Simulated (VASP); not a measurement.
B:

```
B
1.0
     2.20349    0.00000    0.00000
    -1.10175    1.90828    0.00000
     0.00000    0.00000    7.10670
B
4
Cartesian
  0.0000 0.0000 0.0000
  0.0000 0.0000 3.5534
  0.0000 1.2722 5.3300
  1.1017 0.6361 1.7767
```

This isn't the form of B at room conditions, which is rhombohedral.

```yaml
Program: VASP 6.6.1
Task: relaxation of cell and atoms
Functional: r2SCAN
Potentials_or_basis: VASP PAW PBE potentials, release 64 (B)
Cutoff: 600 eV
k_mesh: 9 × 9 × 4
Occupations: gaussian, width 0.1 eV
Spin: no spin polarisation
```

At the start: pressure -40.0 GPa; volume 7.47 Å³/atom.

Task: Where does the relaxation end?

Result: Over 9 steps the energy falls by 268.6 meV/atom and the volume is 5.90 Å³/atom (-21.1 %); space group P6_3/mmc (No. 194, to 0.1 Å) before and after.

Step by step:
```
step  energy change (eV)  largest force (eV/Å)  pressure (GPa)  volume (Å³)
   1              0.0000                0.0000          -39.97        29.88
   2             -0.9836                0.0000           11.76        22.52
   3             -1.0106                0.0000            0.85        23.35
   4             -1.0589                0.0000            2.27        23.29
   5             -1.0532                0.0000            7.23        23.14
   6             -1.0697                0.0000            4.16        23.22
   7             -1.0700                0.0000            3.92        23.23
   8             -1.0735                0.0000           -1.76        23.76
   9             -1.0744                0.0000           -0.05        23.59
```

Final structure:
```yaml
crystal:
  lattice:
    - [2.08969, 0.00000, 0.00000]
    - [-1.04484, 1.80972, 0.00000]
    - [0.00000, 0.00000, 6.23825]
  atoms:
    - { symbol: B, position: [0.00000, 0.00000, 0.00000] }
    - { symbol: B, position: [0.00000, 0.00000, 0.50000] }
    - { symbol: B, position: [0.33333, 0.66667, 0.75000] }
    - { symbol: B, position: [0.66667, 0.33333, 0.25000] }
```

Caveat: the k points lie up to 0.39 Å⁻¹ apart in the final cell, too coarse for converged energies and pressures of a metal; the volume moved by over 15 % at a fixed basis, so the end points are rough; the PAW data sets were made with another functional, which shifts forces and pressure a little.
